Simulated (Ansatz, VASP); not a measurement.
**Two plane-wave programs on KYSe2**

Contents of POSCAR:

```
KYSe2
1.0
    4.2315636370      0.0000000000      0.0000000000
    0.0000000000      4.2315636370      0.0000000000
    0.0000000000      0.0000000000      5.7484817744
K Se Y
1 2 1
Direct
    0.0000000000      0.0000000000      0.0000000000
    0.0000000000      0.0000000000      0.5000000000
    0.5000000000      0.5000000000      0.0000000000
    0.5000000000      0.5000000000      0.5000000000
```

The input INCAR.step1:

```
PREC     = Accurate       # precision mode
ENCUT    = 520            # plane-wave cutoff, eV
ISMEAR   = 0              # smearing method
SIGMA    = 0.01           # smearing width, eV
LREAL    = False          # projectors in reciprocal space
LASPH    = True           # aspherical terms in the spheres
NELM     = 80             # most SCF steps
NBANDS   = 24             # bands
GGA      = PE             # functional
ALGO     = Normal         # electronic algorithm
EDIFF    = 1E-4           # SCF threshold, eV
LWAVE    = True           # write WAVECAR
LCHARG   = False          # write CHGCAR
```

INCAR.step2

```
PREC     = Accurate       # precision mode
ENCUT    = 520            # plane-wave cutoff, eV
EDIFF    = 1E-7           # SCF threshold, eV
ISMEAR   = 0              # smearing method
SIGMA    = 0.01           # smearing width, eV
LREAL    = False          # projectors in reciprocal space
LASPH    = True           # aspherical terms in the spheres
NELM     = 80             # most SCF steps
ALGO     = Normal         # electronic algorithm
ISIF     = 2              # what is computed and relaxed
LWAVE    = False          # write WAVECAR
LCHARG   = False          # write CHGCAR
METAGGA  = R2SCAN         # meta-GGA
LMIXTAU  = True         
NBANDS   = 24             # bands
ISTART   = 1
```

KPOINTS

```
regular mesh
0
Gamma
  6 6 4
```

Input for Ansatz:

```yaml
crystal:
  lattice:
    - [4.231563637, 0.0, 0.0]
    - [0.0, 4.231563637, 0.0]
    - [0.0, 0.0, 5.7484817744]
  atoms:
    - { symbol: K, position: [0.0, 0.0, 0.0] }
    - { symbol: Se, position: [0.0, 0.0, 0.5] }
    - { symbol: "Y", position: [0.5, 0.5, 0.5] }
    - { symbol: Se, position: [0.5, 0.5, 0.0] }
kpoints:
  mp_grid: { grid: [6, 6, 4] }
hamiltonian:
  xc: r2scan
scf:
  occupations: { method: fixed }
  n_extra_bands: 5
output:
  forces: true
  stress: true
  eigenvalues: true
```

Alike in both runs: task single point; functional r2SCAN; k mesh 6 × 6 × 4; no spin polarisation.

```csv
,VASP,Ansatz
version,VASP 6.6.1,Ansatz 0.2.0
potentials or method,"VASP PAW PBE potentials, release 64 (K_sv, Se, Y_sv)","plane waves, PAW"
plane-wave cutoff (eV),520,500
occupations,"gaussian, width 0.01 eV",fixed
valence electrons in the cell,32,52
```

```tsv
	VASP	Ansatz	Ansatz less VASP
gap on the k mesh at the Fermi level (eV)	0.40	0.39	-0.008
pressure (GPa)	3.8	3.8	-0.08
```

VASP's potentials were made for PBE, not for r2SCAN. VASP's potentials hold 32 valence electrons a cell and Ansatz's 52, so a difference there can come from the potentials and not from the codes.
